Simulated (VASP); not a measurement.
# Y (Im-3m) in VASP: single point with LDA

Aim: the single point of Y with LDA.

Everything below comes from runs of VASP 6.6.1. Logs are shortened: lines on timing, memory, paths and dates and some standing lists are left out, and cuts for length are marked.

**1. The cell of the first run**

It takes space group Im-3m (No. 229, cubic). Conventional cell: a = 3.921 Å, b = 3.921 Å, c = 3.921 Å, α = 90.00°, β = 90.00°, γ = 90.00°. Within 4.5 Å of Y (site symmetry m-3m) lie 14 Y at 3.40 to 3.92 Å.

**2. Single point, LDA**

Contents of INCAR:

```
SYSTEM = Y
PREC     = Accurate       ! precision mode
ENCUT    = 520            ! plane-wave cutoff, eV
EDIFF    = 1E-6           ! SCF threshold, eV
ISMEAR   = -1             ! smearing method
SIGMA    = 0.13605693000000002 ! smearing width, eV
LREAL    = .False.        ! projectors in reciprocal space
LASPH    = .True.         ! aspherical terms in the spheres
NELM     = 100            ! most SCF steps
ALGO     = Normal         ! electronic algorithm
ISIF     = 2              ! what is computed and relaxed
LWAVE    = .False.        ! write WAVECAR
LCHARG   = .False.        ! write CHGCAR
NBANDS   = 12             ! bands
```

Contents of KPOINTS:

```
regular mesh
0
Gamma
  12 12 12
  0 0 0
```

Contents of POSCAR:

```
Y
1.0
   -1.9607124649      1.9607124649      1.9607124649
    1.9607124649     -1.9607124649      1.9607124649
    1.9607124649      1.9607124649     -1.9607124649
Y
1
Direct
    0.0000000000      0.0000000000      0.0000000000
```

Potentials or basis: VASP PAW LDA potentials, release 64 (Y_sv).

The run is started by

```
$ cat potpaw_LDA.64/Y_sv/POTCAR > POTCAR
$ mpirun -np 1 vasp_std > vasp.out
```

OUTCAR:

```text
SYSTEM = Y
   PREC = Accurate
   ENCUT = 520
   EDIFF = 1E-6
   ISMEAR = -1
   LREAL = .False.
   LASPH = .True.
   NELM = 100
   ISIF = 2

 ion  position               nearest neighbor table
   1  0.000  0.000  0.000-

  LATTYP: Found a body centered cubic cell.
 ALAT       =     3.9214249298

  Lattice vectors:

 A1 = (  -1.9607124649,   1.9607124649,   1.9607124649)
 A2 = (   1.9607124649,  -1.9607124649,   1.9607124649)
 A3 = (   1.9607124649,   1.9607124649,  -1.9607124649)

Analysis of symmetry for initial positions (statically):
=====================================================================
 Subroutine PRICEL returns:
 Original cell was already a primitive cell.

 Routine SETGRP: Setting up the symmetry group for a
 body centered cubic supercell.

 Subroutine GETGRP returns: Found 48 space group operations
 (whereof 48 operations were pure point group operations)
 out of a pool of 48 trial point group operations.

The static configuration has the point symmetry O_h .

Analysis of symmetry for dynamics (positions and initial velocities):
=====================================================================
 Subroutine PRICEL returns:
 Original cell was already a primitive cell.

 Routine SETGRP: Setting up the symmetry group for a
 body centered cubic supercell.

 Subroutine GETGRP returns: Found 48 space group operations
 (whereof 48 operations were pure point group operations)
 out of a pool of 48 trial point group operations.

The dynamic configuration has the point symmetry O_h .

 Subroutine INISYM returns: Found 48 space group operations
 (whereof 48 operations are pure point group operations),
 and found     1 'primitive' translations

----------------------------------------------------------------------------------------

                                     Primitive cell

  volume of cell :      30.1510

  direct lattice vectors                    reciprocal lattice vectors
    -1.960712465  1.960712465  1.960712465     0.000000000  0.255009344  0.255009344
     1.960712465 -1.960712465  1.960712465     0.255009344  0.000000000  0.255009344
     1.960712465  1.960712465 -1.960712465     0.255009344  0.255009344  0.000000000

  length of vectors
     3.396053608  3.396053608  3.396053608     0.360637673  0.360637673  0.360637673

  position of ions in fractional coordinates (direct lattice)
     0.000000000  0.000000000  0.000000000

  ion indices of the primitive-cell ions
   primitive index   ion index
                 1           1

----------------------------------------------------------------------------------------

 KPOINTS: regular mesh

Automatic generation of k-mesh.
 Grid dimensions read from file:
 generate k-points for:   12   12   12

 Generating k-lattice:

  Cartesian coordinates                     Fractional coordinates (reciprocal lattice)
     0.000000000  0.021250779  0.021250779     0.083333333  0.000000000  0.000000000
     0.021250779  0.000000000  0.021250779     0.000000000  0.083333333  0.000000000
     0.021250779  0.021250779  0.000000000     0.000000000  0.000000000  0.083333333

  Length of vectors
     0.030053139  0.030053139  0.030053139

  Shift w.r.t. Gamma in fractional coordinates (k-lattice)
     0.000000000  0.000000000  0.000000000

 Subroutine IBZKPT returns following result:
 ===========================================

 Found     72 irreducible k-points:

 Following reciprocal coordinates:
            Coordinates               Weight
  0.000000  0.000000  0.000000      1.000000
  0.083333  0.000000  0.000000     12.000000
  0.166667  0.000000  0.000000     12.000000
  0.250000  0.000000  0.000000     12.000000
  0.333333  0.000000  0.000000     12.000000
  0.416667  0.000000  0.000000     12.000000
[... 16 lines left out ...]
  0.333333  0.083333  0.083333     24.000000
  0.416667  0.083333  0.083333     12.000000
 [... further k-points ...]
   k-points           NKPTS =     72   k-points in BZ     NKDIM =     72   number of bands    NBANDS=     12
   number of dos      NEDOS =    301   number of ions     NIONS =      1
   total plane-waves  NPLWV =  21952
   dimension x,y,z NGX =    28 NGY =   28 NGZ =   28
   dimension x,y,z NGXF=    56 NGYF=   56 NGZF=   56
   ions per type =               1
   NGX,Y,Z   is equivalent  to a cutoff of  13.71, 13.71, 13.71 a.u.
   NGXF,Y,Z  is equivalent  to a cutoff of  27.41, 27.41, 27.41 a.u.
 SYSTEM =  Y
   PREC   = accura    normal or accurate (medium, high low for compatibility)
   ISTART =      0    job   : 0-new  1-cont  2-samecut
   ICHARG =      2    charge: 1-file 2-atom 10-const
   ISPIN  =      1    spin polarized calculation?
   LNONCOLLINEAR =      F non collinear calculations
   LSORBIT =      F    spin-orbit coupling
   LASPH  =      T    aspherical Exc in radial PAW
   ENCUT  =  520.0 eV  38.22 Ry    6.18 a.u.   6.31  6.31  6.31*2*pi/ulx,y,z
   NELM   =    100;   NELMIN=  2; NELMDL= -5     # of ELM steps
   EDIFF  = 0.1E-05   stopping-criterion for ELM
   LREAL  =      F    real-space projection
   EDIFFG = 0.1E-04   stopping-criterion for IOM
   NSW    =      0    number of steps for IOM
   IBRION =     -1    ionic relax: 0-MD 1-quasi-New 2-CG
   NFREE  =      0    steps in history (QN), initial steepest desc. (CG)
   ISIF   =      2    stress and relaxation
   ISYM   =      2    0-nonsym 1-usesym 2-fastsym
   POTIM  = 0.5000    time-step for ionic-motion
   TEBEG  =    0.0;   TEEND  =   0.0 temperature during run
   PSTRESS=    0.0 pullay stress
   NELECT =      11.0000    total number of electrons
   NUPDOWN=      -1.0000    fix difference up-down
   EMIN   =  10.00;   EMAX   =-10.00  energy-range for DOS
   EFERMI =   0.00;   METHOD = LEGACY
   ISMEAR =    -1;   SIGMA  =   0.14  broadening in eV -4-tet -1-fermi 0-gaus
   EFERMI_NEDOS =   21; number of points for ismear=-14 and -15
   IALGO  =     38    algorithm
   IMIX   =      4    mixing-type and parameters
     AMIX     =   0.40;   BMIX     =  1.00
     AMIX_MAG =   1.60;   BMIX_MAG =  1.00
  volume/ion in A,a.u.               =      30.15       203.47
  Fermi-wavevector in a.u.,A,eV,Ry     =   1.169783  2.210569 18.618094  1.368391
  Thomas-Fermi vector in A             =   2.306250
   LORBIT       =      0    0 simple, 1 ext, 2 COOP (PROOUT), +10 PAW based schemes
   GGA     = CA    functional components
   LHFCALC =     F    Hartree Fock is set to
   AEXX    =    0.0000 exact exchange contribution
   IVDW    =     0    specifies the selected vdW correction
   LEPSILON=     F    determine dielectric tensor
   LRPA    =     F    only Hartree local field effects (RPA)
 non-spin polarized calculation
  energy-cutoff  :      520.00
  volume of cell :       30.15
 maximum number of plane-waves:       856
 NGX is ok and might be reduce to    28
   NGX = 13   NGY = 13   NGZ = 13

 number of electron      10.9999999 magnetization

 Free energy of the ion-electron system (eV)
  ---------------------------------------------------
  ext. energy  EPLUGINS =         0.00000000
  ---------------------------------------------------
  free energy    TOTEN  =        -6.88583390 eV

  energy without entropy =       -6.75492836  energy(sigma->0) =       -6.82038113

 E-fermi :   3.3735     XC(G=0):  -9.9818

 val. band max:        3.3519698922   @ k =  -0.2500   0.4167   0.0833
 cond. band min:       3.3756301069   @ k =   0.2500   0.2500   0.1667
 fundamental gap:      0.0236602148
 Fermi energy:         3.3735117065

 k-point     1 :       0.0000    0.0000    0.0000
  band No.  band energies     occupation
      1     -39.0062      2.00000
      2     -18.7501      2.00000
      3     -18.7501      2.00000
      4     -18.7501      2.00000
      5      -1.5363      2.00000
      6       5.0788      0.00001
      7       5.0788      0.00001
      8       5.0788      0.00001
      9       7.2253      0.00000
     10       7.2253      0.00000
     11      14.0151      0.00000
     12      14.0151      0.00000

 k-point     2 :       0.0833    0.0000    0.0000
  band No.  band energies     occupation
      1     -38.9995      2.00000
      2     -18.8034      2.00000
      3     -18.7663      2.00000
      4     -18.7504      2.00000
      5      -1.3362      2.00000
      6       4.9331      0.00002
      7       5.0112      0.00001
      8       5.2735      0.00000
      9       7.0036      0.00000
     10       7.2198      0.00000
     11      14.2042      0.00000
     12      14.3918      0.00000

 k-point     3 :       0.1667    0.0000    0.0000
  band No.  band energies     occupation
      1     -38.9813      2.00000
      2     -18.9463      2.00000
      3     -18.8103      2.00000
      4     -18.7514      2.00000
      5      -0.7765      2.00000
      6       4.5734      0.00030
      7       4.7078      0.00011
      8       5.8455      0.00000
      9       6.7521      0.00000
     10       7.2343      0.00000
     11      14.5146      0.00000
     12      15.4374      0.00000

 k-point     4 :       0.2500    0.0000    0.0000
  band No.  band energies     occupation
      1     -38.9563      2.00000
      2     -19.1350      2.00000
      3     -18.8696      2.00000
      4     -18.7528      2.00000
      5       0.0105      2.00000
      6       4.1497      0.00664
      7       4.2333      0.00360
      8       6.7556      0.00000
      9       6.8350      0.00000
     10       7.3261      0.00000
     11      14.1413      0.00000
     12      15.2126      0.00000

 k-point     5 :       0.3333    0.0000    0.0000
  band No.  band energies     occupation
      1     -38.9311      2.00000
      2     -19.3171      2.00000
      3     -18.9280      2.00000
      4     -18.7542      2.00000
      5       0.7594      2.00000
      6       3.7814      0.09501
      7       3.9978      0.02014
      8       7.0683      0.00000
      9       7.5199      0.00000
     10       7.9199      0.00000
     11      13.1274      0.00000
     12      13.7993      0.00000
[... 228 lines left out ...]
      1     -38.9487      2.00000
      2     -19.1886      2.00000
      3     -18.8545      2.00000
      4     -18.7935      2.00000
      5       0.3454      2.00000
      6       3.9134      0.03713
      7       3.9214      0.03504
      8       7.0259      0.00000
      9       7.3442      0.00000
     10       7.4278      0.00000
     11      14.6274      0.00000
     12      15.0938      0.00000

 k-point    22 :       0.2500    0.0833    0.0833
  band No.  band energies     occupation
      1     -38.9264      2.00000
      2     -19.3214      2.00000
      3     -18.9340      2.00000
      4     -18.7990      2.00000
      5       1.1285      2.00000
      6       3.6011      0.31615
      7       3.6938      0.17348
      8       7.1962      0.00000
      9       7.5999      0.00000
     10       8.5849      0.00000
     11      13.4456      0.00000
     12      13.5561      0.00000

 k-point    23 :       0.3333    0.0833    0.0833
  band No.  band energies     occupation
      1     -38.9100      2.00000
      2     -19.4116      2.00000
      3     -18.9968      2.00000
      4     -18.8031      2.00000
      5       1.5594      2.00000
      6       3.4023      0.89478
      7       3.9365      0.03141
      8       7.3319      0.00000
      9       7.8145      0.00000
     10       9.6896      0.00000
     11      11.9745      0.00000
     12      12.7096      0.00000

 k-point    24 :       0.4167    0.0833    0.0833
  band No.  band energies     occupation
      1     -38.9040      2.00000
      2     -19.4434      2.00000
      3     -19.0204      2.00000
      4     -18.8046      2.00000
      5       1.6441      1.99999
      6       3.3350      1.14042
      7       4.2059      0.00440
      8       7.3385      0.00000
      9       7.9082      0.00000
     10      10.2526      0.00000
     11      11.3485      0.00000
     12      12.3881      0.00000

 [... further k-points ...]
[... 5 lines left out ...]
  --------------------------------------------------------------------------------------
  -------------------------------------------------------------------------------------
  Total       -0.0422697     -0.0422697     -0.0422697      0.0000000      0.0000000     -0.0000000
  in kB       -2.2461461     -2.2461461     -2.2461461      0.0000000      0.0000000     -0.0000000
  external PRESSURE =      -2.2461461 kB  Pullay stress =       0.0000000 kB

 VOLUME and BASIS-vectors are now :
 -----------------------------------------------------------------------------
  energy-cutoff  :      520.00
  volume of cell :       30.15
      direct lattice vectors                 reciprocal lattice vectors
    -1.960712465  1.960712465  1.960712465     0.000000000  0.255009344  0.255009344
     1.960712465 -1.960712465  1.960712465     0.255009344  0.000000000  0.255009344
     1.960712465  1.960712465 -1.960712465     0.255009344  0.255009344  0.000000000

 POSITION                                       TOTAL-FORCE (eV/Angst)
 -----------------------------------------------------------------------------------
      0.00000      0.00000      0.00000         0.000000     -0.000000     -0.000000
 -----------------------------------------------------------------------------------
    total drift:                                0.000000      0.000000      0.000000

  FREE ENERGIE OF THE ION-ELECTRON SYSTEM (eV)
  ---------------------------------------------------
  free  energy   TOTEN  =        -6.8858339040 eV

  energy  without entropy=       -6.7549283606  energy(sigma->0) =       -6.82038113
```

Wall time 44 s (1 thread of AMD EPYC 7R43 (Zen 3), shared host); peak memory 0.14 GiB.

What came out:

```yaml
Free_energy: -6.8858 eV
Pressure: -0.2 GPa
```
